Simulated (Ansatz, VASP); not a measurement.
**One calculation of TaN, two programs**

INCAR

```
  ALGO = Normal
  EDIFF = 1E-6
  ENCUT = 700
  GGA = PS
  GGA_COMPAT = F
  ISIF = 2
  ISMEAR = 0
  LASPH = T
  LCHARG = F
  LREAL = F
  LWAVE = F
  NBANDS = 16
  NELM = 120
  PREC = Accurate
  SIGMA = 0.15
```

KPOINTS

```
k-points
0
Gamma
  24 24 24
```

File POSCAR:

```
TaN
1.0
    0.0000000000      2.1222093625      2.2534800447
    2.1222093625      0.0000000000      2.2534800447
    2.1222093625      2.1222093625      0.0000000000
Ta N
1 1
Direct
    0.5000000000      0.5000000000      0.5000000000
    0.0000000000      0.0000000000      0.0000000000
```

Input for Ansatz:

```yaml
crystal:
  lattice:
    - [0.0, 2.1222093625, 2.2534800447]
    - [2.1222093625, 0.0, 2.2534800447]
    - [2.1222093625, 2.1222093625, 0.0]
  atoms:
    - { symbol: Ta, position: [0.5, 0.5, 0.5] }
    - { symbol: "N", position: [0.0, 0.0, 0.0] }
basis:
  ecutwfc: 420
kpoints:
  mp_grid: { grid: [24, 24, 24] }
hamiltonian:
  xc: pbesol
scf:
  occupations: { method: gaussian, width: 0.15 }
output:
  forces: true
  stress: true
  eigenvalues: true
```

Change from the starting cell: strain -0.030 along x and y, +0.030 along z, atoms carried along.

Alike in both runs: task single point; functional PBEsol; k mesh 24 × 24 × 24; occupations gaussian, width 0.15 eV; no spin polarisation.

```csv
,VASP,Ansatz
version,VASP 6.6.1,Ansatz 0.2.0
potentials or method,"VASP PAW PBE potentials, release 64 (Ta_sv_GW, N), cutoff 700 eV","scalar-relativistic, plane waves, PAW"
valence electrons in the cell,18,18
```

```csv
,VASP,Ansatz,Ansatz less VASP
gap on the k mesh at the Fermi level (eV),none,none,-
pressure (GPa),15.6,15.4,-0.13
"traceless stress, the component that is largest in VASP (GPa)",-23.99,-23.90,+0.096
```

VASP's potentials were made for PBE, not for PBEsol. A gap of «none» marks a metal or a gap that the smearing closes.

Spin-orbit coupling is off throughout.
